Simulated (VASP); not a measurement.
Here is a VASP 6.6.1 calculation.

Contents of POSCAR:

```
HfN
1.0
    3.1022502209      0.0000000000      0.0000000000
   -1.5511251105      2.6866275002      0.0000000000
    0.0000000000      0.0000000000      5.3620491535
Hf N
2 2
Direct
    0.3333333333      0.6666666667      0.2500000000
    0.6666666667      0.3333333333      0.7500000000
    0.0000000000      0.0000000000      0.5000000000
    0.0000000000      0.0000000000      0.0000000000
```

Contents of INCAR.step1:

```
SYSTEM = HfN
PREC = Accurate ; ENCUT = 520
ISMEAR = -1 ; SIGMA = 0.02
LREAL = .FALSE. ; LASPH = .TRUE.
NELM = 60 ; NBANDS = 23
GGA = PE ; ALGO = Normal
EDIFF = 1E-4 ; LWAVE = .TRUE.
LCHARG = .FALSE.
```

Contents of INCAR.step2:

```
SYSTEM = HfN
PREC = Accurate ; ENCUT = 520
EDIFF = 1E-6 ; ISMEAR = -1
SIGMA = 0.02 ; LREAL = .FALSE.
LASPH = .TRUE. ; NELM = 60
ALGO = Normal ; ISIF = 2
LWAVE = .FALSE. ; LCHARG = .TRUE.
METAGGA = R2SCAN ; LMIXTAU = .TRUE.
LELF = .TRUE. ; LVHAR = .TRUE.
NBANDS = 23 ; ISTART = 1
```

File KPOINTS:

```
regular mesh
0
G
  11 11 6
  0 0 0
```

Potentials or basis: VASP PAW PBE potentials, release 64 (Hf_pv, N).

Launch:

```sh
$ cat potpaw_PBE.64/Hf_pv/POTCAR potpaw_PBE.64/N/POTCAR > POTCAR
$ cp INCAR.step1 INCAR
$ mpirun -np 1 vasp_std > vasp.out
$ cp INCAR.step2 INCAR
$ mpirun -np 1 vasp_std > vasp.out
```

Task: Predict the band gap on the k mesh.

Result: Zero (bands 15 and 16 overlap by 2.53 eV).

Task: Estimate the pressure.

Result: 8.9 GPa.

Stress tensor (GPa, compression positive):
```
8.79 0.00 0.00
0.00 8.79 0.00
0.00 0.00 9.22
```

Caveat: the cell stands under pressure; the PAW data sets were made with another functional, which shifts forces and pressure a little; spin-orbit coupling is left out, which moves the levels of the heavy elements.
